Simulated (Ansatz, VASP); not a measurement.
WS2: VASP beside Ansatz

```
CELL_PARAMETERS angstrom
3.18352 0.00000 0.00000
-1.59176 2.75701 0.00000
0.00000 0.00000 16.95058
ATOMIC_POSITIONS crystal
W 0.00000 0.00000 0.00000
S 0.33333 0.66667 0.09200
S 0.33333 0.66667 0.90800
```

Alike in both runs: functional PBEsol-based screened hybrid with a share of 0.25 of exact exchange and HFSCREEN = 0.207; k mesh 5 × 5 × 1; occupations fermi-dirac, width 0.05 eV; no spin polarisation.

|  | VASP | Ansatz |
| --- | --- | --- |
| version | VASP 6.6.1 | Ansatz 0.2.0 |
| potentials or method | VASP PAW PBE potentials, release 64 (W_sv, S) | Ansatz PAW |
| plane-wave cutoff (eV) | 520 | 420 |
| valence electrons in the cell | 26 | 26 |
| task | single point | band structure |

Ansatz gave:

- gap on the k mesh at the Fermi level (eV): 2.78
- rms of the force components (eV/Å): 0.223

Problem. Estimate VASP's values.

Solution. gap on the k mesh at the Fermi level (eV): 2.79; rms of the force components (eV/Å): 0.242.

VASP's potentials were made for PBE, not for PBEsol-based screened hybrid. Atom by atom the forces differ by 0.019 eV/Å (rms over components).

The k mesh is coarse, so the values compare programs but aren't converged. Spin-orbit coupling is off throughout.
